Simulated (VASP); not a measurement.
# Se (P3_121) in VASP: notebook

Se is run at these levels: LDA; tasks: single point, relaxation of cell and atoms.

Everything below comes from runs of VASP 6.6.1. Logs are shortened: lines on timing, memory, paths and dates and some standing lists are left out, and cuts for length are marked.

### 1 The cell of the first run

Symmetry: P3_121, No. 152, trigonal system. The conventional cell has a = 3.947 Å, b = 3.947 Å, c = 5.120 Å, α = 90.00°, β = 90.00°, γ = 120.00°. Within 3.2 Å of Se (site symmetry 2) lie 6 Se at 2.44 to 3.10 Å.

### 2 Single point, LDA

INCAR reads:

```
SYSTEM = Se
PREC = Accurate
ENCUT = 520
EDIFF = 1E-6
ISMEAR = 0
SIGMA = 0.05
LREAL = .FALSE.
LASPH = .TRUE.
NELM = 80
ALGO = Normal
ISIF = 2
LWAVE = .FALSE.
LCHARG = .FALSE.
NBANDS = 16
```

KPOINTS reads:

```
regular mesh
0
G
  12 12 8
  0 0 0
```

POSCAR reads:

```
Se
1.0
    3.9467612368      0.0000000000      0.0000000000
   -1.9733806184      3.4179954938      0.0000000000
    0.0000000000      0.0000000000      5.1196400632
Se
3
Direct
    0.2553278903      0.0000000000      0.8333333333
    0.0000000000      0.2553278903      0.1666666667
    0.7446721097      0.7446721097      0.5000000000
```

Potentials or basis: VASP PAW LDA potentials, release 64 (Se).

Command:

```bash
$ cat potpaw_LDA.64/Se/POTCAR > POTCAR
$ mpirun -np 1 vasp_std > vasp.out
```

OUTCAR:

```text
SYSTEM = Se
   PREC = Accurate
   ENCUT = 520
   EDIFF = 1E-6
   ISMEAR = 0
   LREAL = .FALSE.
   LASPH = .TRUE.
   NELM = 80
   ISIF = 2

 ion  position               nearest neighbor table
   1  0.255  0.000  0.833-   3 2.44   2 2.44
   2  0.000  0.255  0.167-   3 2.44   1 2.44
   3  0.745  0.745  0.500-   1 2.44   2 2.44

  LATTYP: Found a hexagonal cell.
 ALAT       =     3.9467612368
 C/A-ratio  =     1.2971750142

  Lattice vectors:

 A1 = (   3.9467612368,   0.0000000000,   0.0000000000)
 A2 = (  -1.9733806184,   3.4179954938,   0.0000000000)
 A3 = (   0.0000000000,   0.0000000000,   5.1196400632)

Analysis of symmetry for initial positions (statically):
=====================================================================
 Subroutine PRICEL returns:
 Original cell was already a primitive cell.

 Routine SETGRP: Setting up the symmetry group for a
 hexagonal supercell.

 Subroutine GETGRP returns: Found  6 space group operations
 (whereof  2 operations were pure point group operations)
 out of a pool of 24 trial point group operations.

The static configuration has the point symmetry C_2 .
 The point group associated with its full space group is D_3 .

Analysis of symmetry for dynamics (positions and initial velocities):
=====================================================================
 Subroutine PRICEL returns:
 Original cell was already a primitive cell.

 Routine SETGRP: Setting up the symmetry group for a
 hexagonal supercell.

 Subroutine GETGRP returns: Found  6 space group operations
 (whereof  2 operations were pure point group operations)
 out of a pool of 24 trial point group operations.

The dynamic configuration has the point symmetry C_2 .
 The point group associated with its full space group is D_3 .

 Subroutine INISYM returns: Found  6 space group operations
 (whereof  2 operations are pure point group operations),
 and found     1 'primitive' translations

----------------------------------------------------------------------------------------

                                     Primitive cell

  volume of cell :      69.0640

  direct lattice vectors                    reciprocal lattice vectors
     3.946761237  0.000000000  0.000000000     0.253372307  0.146284570  0.000000000
    -1.973380618  3.417995494  0.000000000     0.000000000  0.292569139  0.000000000
     0.000000000  0.000000000  5.119640063     0.000000000  0.000000000  0.195326231

  length of vectors
     3.946761237  3.946761237  5.119640063     0.292569139  0.292569139  0.195326231

  position of ions in fractional coordinates (direct lattice)
     0.255327890  0.000000000  0.833333333
     1.000000000  0.255327890  0.166666667
     0.744672110  0.744672110  0.500000000

  ion indices of the primitive-cell ions
   primitive index   ion index
                 1           1
                 2           2
                 3           3

----------------------------------------------------------------------------------------

 KPOINTS: regular mesh

Automatic generation of k-mesh.
 Grid dimensions read from file:
 generate k-points for:   12   12    8

 Generating k-lattice:

  Cartesian coordinates                     Fractional coordinates (reciprocal lattice)
     0.021114359  0.012190381  0.000000000     0.083333333 -0.000000000  0.000000000
     0.000000000  0.024380762  0.000000000     0.000000000  0.083333333  0.000000000
     0.000000000  0.000000000  0.024415779     0.000000000  0.000000000  0.125000000

  Length of vectors
     0.024380762  0.024380762  0.024415779

  Shift w.r.t. Gamma in fractional coordinates (k-lattice)
     0.000000000  0.000000000  0.000000000

 Subroutine IBZKPT returns following result:
 ===========================================

 Found    131 irreducible k-points:

 Following reciprocal coordinates:
            Coordinates               Weight
  0.000000  0.000000  0.000000      1.000000
  0.083333 -0.000000  0.000000      6.000000
  0.166667 -0.000000  0.000000      6.000000
  0.250000 -0.000000  0.000000      6.000000
  0.333333 -0.000000  0.000000      6.000000
  0.416667  0.000000  0.000000      6.000000
[... 16 lines left out ...]
  0.166667 -0.000000  0.125000      6.000000
  0.000000  0.166667  0.125000      6.000000
 [... further k-points ...]
   k-points           NKPTS =    131   k-points in BZ     NKDIM =    131   number of bands    NBANDS=     16
   number of dos      NEDOS =    301   number of ions     NIONS =      3
   total plane-waves  NPLWV =  36000
   dimension x,y,z NGX =    30 NGY =   30 NGZ =   40
   dimension x,y,z NGXF=    60 NGYF=   60 NGZF=   80
   ions per type =               3
   NGX,Y,Z   is equivalent  to a cutoff of  12.64, 12.64, 12.99 a.u.
   NGXF,Y,Z  is equivalent  to a cutoff of  25.27, 25.27, 25.98 a.u.
 SYSTEM =  Se
   PREC   = accura    normal or accurate (medium, high low for compatibility)
   ISTART =      0    job   : 0-new  1-cont  2-samecut
   ICHARG =      2    charge: 1-file 2-atom 10-const
   ISPIN  =      1    spin polarized calculation?
   LNONCOLLINEAR =      F non collinear calculations
   LSORBIT =      F    spin-orbit coupling
   LASPH  =      T    aspherical Exc in radial PAW
   ENCUT  =  520.0 eV  38.22 Ry    6.18 a.u.   7.34  7.34  9.52*2*pi/ulx,y,z
   NELM   =     80;   NELMIN=  2; NELMDL= -5     # of ELM steps
   EDIFF  = 0.1E-05   stopping-criterion for ELM
   LREAL  =      F    real-space projection
   EDIFFG = 0.1E-04   stopping-criterion for IOM
   NSW    =      0    number of steps for IOM
   IBRION =     -1    ionic relax: 0-MD 1-quasi-New 2-CG
   NFREE  =      0    steps in history (QN), initial steepest desc. (CG)
   ISIF   =      2    stress and relaxation
   ISYM   =      2    0-nonsym 1-usesym 2-fastsym
   POTIM  = 0.5000    time-step for ionic-motion
   TEBEG  =    0.0;   TEEND  =   0.0 temperature during run
   PSTRESS=    0.0 pullay stress
   NELECT =      18.0000    total number of electrons
   NUPDOWN=      -1.0000    fix difference up-down
   EMIN   =  10.00;   EMAX   =-10.00  energy-range for DOS
   EFERMI =   0.00;   METHOD = LEGACY
   ISMEAR =     0;   SIGMA  =   0.05  broadening in eV -4-tet -1-fermi 0-gaus
   EFERMI_NEDOS =   21; number of points for ismear=-14 and -15
   IALGO  =     38    algorithm
   IMIX   =      4    mixing-type and parameters
     AMIX     =   0.40;   BMIX     =  1.00
     AMIX_MAG =   1.60;   BMIX_MAG =  1.00
  volume/ion in A,a.u.               =      23.02       155.36
  Fermi-wavevector in a.u.,A,eV,Ry     =   1.045719  1.976123 14.878360  1.093529
  Thomas-Fermi vector in A             =   2.180527
   LORBIT       =      0    0 simple, 1 ext, 2 COOP (PROOUT), +10 PAW based schemes
   GGA     = CA    functional components
   LHFCALC =     F    Hartree Fock is set to
   AEXX    =    0.0000 exact exchange contribution
   IVDW    =     0    specifies the selected vdW correction
   LEPSILON=     F    determine dielectric tensor
   LRPA    =     F    only Hartree local field effects (RPA)
 non-spin polarized calculation
 Gauss-broadening in eV      SIGMA  =   0.05
  energy-cutoff  :      520.00
  volume of cell :       69.06
 maximum number of plane-waves:      1892
 NGX is ok and might be reduce to    30
   NGX = 15   NGY = 15   NGZ = 19

 number of electron      18.0000000 magnetization

 Free energy of the ion-electron system (eV)
  ---------------------------------------------------
  ext. energy  EPLUGINS =         0.00000000
  ---------------------------------------------------
  free energy    TOTEN  =       -12.47790305 eV

  energy without entropy =      -12.47790298  energy(sigma->0) =      -12.47790302

 E-fermi :   4.5984     XC(G=0): -10.0115

 val. band max:        4.4570979420   @ k =   0.3333   0.3333   0.5000
 cond. band min:       4.7336917233   @ k =   0.3333   0.3333   0.5000
 fundamental gap:      0.2765937813
 Fermi energy:         4.5983546671

 k-point     1 :       0.0000    0.0000    0.0000
  band No.  band energies     occupation
      1     -11.9212      2.00000
      2      -7.7148      2.00000
      3      -7.7148      2.00000
      4       0.6814      2.00000
      5       1.0172      2.00000
      6       1.0172      2.00000
[... 8 lines left out ...]
     15      11.4636      0.00000
     16      12.6354      0.00000

 k-point     2 :       0.0833   -0.0000    0.0000
  band No.  band energies     occupation
      1     -11.8666      2.00000
      2      -7.7318      2.00000
      3      -7.6985      2.00000
      4       0.2244      2.00000
      5       0.7313      2.00000
      6       0.9746      2.00000
[... 8 lines left out ...]
     15      11.7612      0.00000
     16      12.5217      0.00000

 k-point     3 :       0.1667   -0.0000    0.0000
  band No.  band energies     occupation
      1     -11.7076      2.00000
      2      -7.7970      2.00000
      3      -7.6525      2.00000
      4      -0.5059      2.00000
      5       0.2637      2.00000
      6       0.7450      2.00000
[... 8 lines left out ...]
     15      12.2190      0.00000
     16      12.7321      0.00000

 k-point     4 :       0.2500   -0.0000    0.0000
  band No.  band energies     occupation
      1     -11.4606      2.00000
      2      -7.9406      2.00000
      3      -7.5860      2.00000
      4      -1.0721      2.00000
      5      -0.1810      2.00000
      6       0.4637      2.00000
[... 8 lines left out ...]
     15      12.6745      0.00000
     16      13.4098      0.00000

 k-point     5 :       0.3333   -0.0000    0.0000
  band No.  band energies     occupation
      1     -11.1623      2.00000
      2      -8.1685      2.00000
      3      -7.5153      2.00000
      4      -1.3649      2.00000
      5      -0.5342      2.00000
      6       0.2473      2.00000
[... 8 lines left out ...]
     15      13.4461      0.00000
     16      14.2805      0.00000

 k-point     6 :       0.4167    0.0000    0.0000
  band No.  band energies     occupation
      1     -10.8885      2.00000
      2      -8.4137      2.00000
      3      -7.4606      2.00000
      4      -1.4253      2.00000
      5      -0.7557      2.00000
      6       0.1821      2.00000
[... 8 lines left out ...]
     15      14.5087      0.00000
     16      15.1484      0.00000

 k-point     7 :       0.5000   -0.0000    0.0000
  band No.  band energies     occupation
      1     -10.7687      2.00000
      2      -8.5280      2.00000
      3      -7.4400      2.00000
      4      -1.4099      2.00000
      5      -0.8283      2.00000
      6       0.3277      2.00000
[... 8 lines left out ...]
     15      15.0765      0.00000
     16      15.6115      0.00000

 k-point     8 :       0.0833    0.0833    0.0000
  band No.  band energies     occupation
      1     -11.7597      2.00000
      2      -7.7675      2.00000
      3      -7.6730      2.00000
      4      -0.2712      2.00000
      5       0.2189      2.00000
      6       0.9997      2.00000
[... 8 lines left out ...]
     15      12.2391      0.00000
     16      12.4057      0.00000

 k-point     9 :       0.1667    0.0833    0.0000
  band No.  band energies     occupation
      1     -11.5561      2.00000
      2      -7.8599      2.00000
      3      -7.6311      2.00000
      4      -0.8353      2.00000
      5      -0.2653      2.00000
      6       0.8322      2.00000
[... 8 lines left out ...]
     15      12.6853      0.00000
     16      12.8582      0.00000
[... 172 lines left out ...]
 k-point    19 :       0.3333    0.3333    0.0000
  band No.  band energies     occupation
      1     -10.5804      2.00000
      2      -8.0944      2.00000
      3      -8.0944      2.00000
      4      -1.0460      2.00000
      5      -1.0460      2.00000
      6       0.8740      2.00000
[... 8 lines left out ...]
     15      11.8743      0.00000
     16      15.1059      0.00000

 k-point    20 :       0.0000    0.0000    0.1250
  band No.  band energies     occupation
      1     -11.8488      2.00000
      2      -8.6048      2.00000
      3      -6.8079      2.00000
      4       0.6365      2.00000
      5       0.7293      2.00000
      6       1.2948      2.00000
[... 8 lines left out ...]
     15      11.8015      0.00000
     16      12.0043      0.00000

 k-point    21 :       0.0833   -0.0000    0.1250
  band No.  band energies     occupation
      1     -11.7948      2.00000
      2      -8.5842      2.00000
      3      -6.8393      2.00000
      4       0.1799      2.00000
      5       0.7110      2.00000
      6       1.1072      2.00000
[... 8 lines left out ...]
     15      11.9109      0.00000
     16      11.9521      0.00000

 k-point    22 :       0.0000    0.0833    0.1250
  band No.  band energies     occupation
      1     -11.7945      2.00000
      2      -8.5885      2.00000
      3      -6.8312      2.00000
      4       0.3021      2.00000
      5       0.4370      2.00000
      6       1.1348      2.00000
[... 8 lines left out ...]
     15      11.8509      0.00000
     16      12.2403      0.00000

 k-point    23 :       0.1667   -0.0000    0.1250
  band No.  band energies     occupation
      1     -11.6379      2.00000
      2      -8.5244      2.00000
      3      -6.9521      2.00000
      4      -0.4373      2.00000
      5       0.4217      2.00000
      6       0.8123      2.00000
[... 8 lines left out ...]
     15      11.9823      0.00000
     16      12.3274      0.00000

 k-point    24 :       0.0000    0.1667    0.1250
  band No.  band energies     occupation
      1     -11.6359      2.00000
      2      -8.5573      2.00000
      3      -6.8923      2.00000
      4      -0.4414      2.00000
      5      -0.0453      2.00000
      6       0.8512      2.00000
[... 8 lines left out ...]
     15      12.2495      0.00000
     16      12.9379      0.00000

 [... further k-points ...]

------------------------ aborting loop because EDIFF is reached ----------------------------------------

  FORCE on cell =-STRESS in cart. coord.  units (eV):
  Direction    XX          YY          ZZ          XY          YZ          ZX
  --------------------------------------------------------------------------------------
  -------------------------------------------------------------------------------------
  Total        0.0828518      0.0828518      0.1541475     -0.0000000      0.0000000      0.0000000
  in kB        1.9220327      1.9220327      3.5759817     -0.0000000      0.0000000      0.0000000
  external PRESSURE =       2.4733491 kB  Pullay stress =       0.0000000 kB

 VOLUME and BASIS-vectors are now :
 -----------------------------------------------------------------------------
  energy-cutoff  :      520.00
  volume of cell :       69.06
      direct lattice vectors                 reciprocal lattice vectors
     3.946761237  0.000000000  0.000000000     0.253372307  0.146284570  0.000000000
    -1.973380618  3.417995494  0.000000000     0.000000000  0.292569139  0.000000000
     0.000000000  0.000000000  5.119640063     0.000000000  0.000000000  0.195326231

 POSITION                                       TOTAL-FORCE (eV/Angst)
 -----------------------------------------------------------------------------------
      1.00772      0.00000      4.26637         0.038868     -0.000000     -0.000000
     -0.50386      0.87271      0.85327        -0.019434      0.033661      0.000000
      1.46952      2.54529      2.55982        -0.019434     -0.033661      0.000000
 -----------------------------------------------------------------------------------
    total drift:                               -0.000000     -0.000000      0.000000

  FREE ENERGIE OF THE ION-ELECTRON SYSTEM (eV)
  ---------------------------------------------------
  free  energy   TOTEN  =       -12.4779030505 eV

  energy  without entropy=      -12.4779029848  energy(sigma->0) =      -12.47790302
```

Wall time 53 s (1 thread of Intel Xeon 6975P-C (Granite Rapids), shared host); peak memory 0.23 GiB.

What came out:

* Free energy: -12.4779 eV
* Pressure: 0.2 GPa
* Largest force: 0.039 eV/Å
* Band gap on the k mesh: 0.28 eV

Forces on the atoms (eV/Å):
```
Se   0.039  0.000  0.000
Se  -0.019  0.034  0.000
Se  -0.019 -0.034  0.000
```

Caveat: semilocal functionals underestimate gaps, and a narrow one can read as zero.

(Continued in part 2 of 2.)
